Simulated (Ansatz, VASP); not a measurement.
**SnTe: VASP beside Ansatz**

INCAR

```
PREC = Accurate
ENCUT = 520
EDIFF = 1E-6
ISMEAR = -1
SIGMA = 0.1
LREAL = F
LASPH = T
NELM = 60
ALGO = Normal
ISIF = 2
LWAVE = F
LCHARG = F
GGA = PE
NBANDS = 28
```

Contents of KPOINTS:

```
Automatic mesh
0
Gamma
  9 9 5
```

Contents of POSCAR:

```
SnTe
1.0
    4.8867830476      0.0000000000      0.0000000000
   -2.4433915238      4.2320782620      0.0000000000
    0.0000000000      0.0000000000      5.8568745552
Sn Te
2 2
Direct
    0.3333333333      0.6666666667     -0.0620000722
    0.6666666667      0.3333333333      0.4379999278
    0.3333333333      0.6666666667      0.4380000722
    0.6666666667      0.3333333333      0.9380000722
```

Input for Ansatz:

```yaml
crystal:
  lattice:
    - [4.8867830476, 0.0, 0.0]
    - [-2.4433915238, 4.232078262, 0.0]
    - [0.0, 0.0, 5.8568745552]
  atoms:
    - { symbol: Sn, position: [0.3333333333, 0.6666666667, -0.0620000722] }
    - { symbol: Sn, position: [0.6666666667, 0.3333333333, 0.4379999278] }
    - { symbol: Te, position: [0.3333333333, 0.6666666667, 0.4380000722] }
    - { symbol: Te, position: [0.6666666667, 0.3333333333, 0.9380000722] }
kpoints:
  mp_grid: { grid: [9, 9, 5] }
scf:
  occupations: { method: fermi_dirac, width: 0.1 }
hamiltonian:
  xc: pbe
  pseudopotentials: { kind: all_electron, lapw: { basis_error: 0.0005 } }
output:
  forces: true
  stress: true
  eigenvalues: true
  populations: true
```

Alike in both runs: task single point; functional PBE; k mesh 9 × 9 × 5; occupations fermi-dirac, width 0.1 eV; no spin polarisation.

|  | VASP | Ansatz |
| --- | --- | --- |
| version | VASP 6.6.1 | Ansatz 0.2.0 |
| potentials or method | VASP PAW PBE potentials, release 64 (Sn_d, Te), cutoff 520 eV | all-electron LAPW, scalar-relativistic |

|  | VASP | Ansatz | Ansatz less VASP |
| --- | --- | --- | --- |
| pressure (GPa) | 17.0 | 17.0 | +0.02 |

Ansatz ran all-electron here, and VASP with PAW potentials.

Spin-orbit coupling is off throughout.
